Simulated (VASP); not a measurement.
# BaS (rocksalt type): single point with LDA

BaS (rocksalt type):

```xyz
2
Lattice="0.0000 3.2130 3.2130 3.2130 0.0000 3.2130 3.2130 3.2130 0.0000" Properties=species:S:1:pos:R:3 pbc="T T T"
Ba    0.0000    0.0000    0.0000
S     3.2130    3.2130    3.2130
```

```
Program                : VASP 6.6.1
Task                   : single point
Functional             : LDA
Potentials or basis    : VASP PAW LDA potentials, release 64 (Ba_sv, S)
Cutoff                 : 520 eV
k mesh                 : 12 × 12 × 12
Occupations            : fermi-dirac, width 0.05 eV
Spin                   : no spin polarisation
Dipole correction      : no
Further INCAR settings : ALGO = Normal; EDIFF = 1e-07; NBANDS = 15
```

The pressure is -2.6 GPa and the band gap on the k mesh is 1.93 eV, indirect (least direct gap 2.08 eV).

Levels at points of the mesh, in eV from the valence-band top:
| k point | band 5 | band 6 | band 7 | band 8 | band 9 | band 10 | band 11 | band 12 |
| --- | --- | --- | --- | --- | --- | --- | --- | --- |
| (0.00, 0.00, 0.00) | -10.29 | 0.00 | 0.00 | 0.00 | 3.23 | 3.70 | 3.70 | 3.70 |
| (0.50, 0.00, 0.00) | -9.10 | -1.98 | -1.08 | -1.08 | 5.33 | 5.42 | 6.11 | 6.11 |
| (0.50, 0.50, 0.00) | -10.19 | -0.56 | -0.15 | -0.15 | 1.93 | 5.73 | 5.81 | 7.31 |

It took 100 s on 1 thread of Oxide Virtual Turin-like Processor, with other jobs on the host, peak memory 0.18 GiB.

Caveat: spin-orbit coupling is left out, which moves the levels of the heavy elements. A k mesh can miss the band edges.
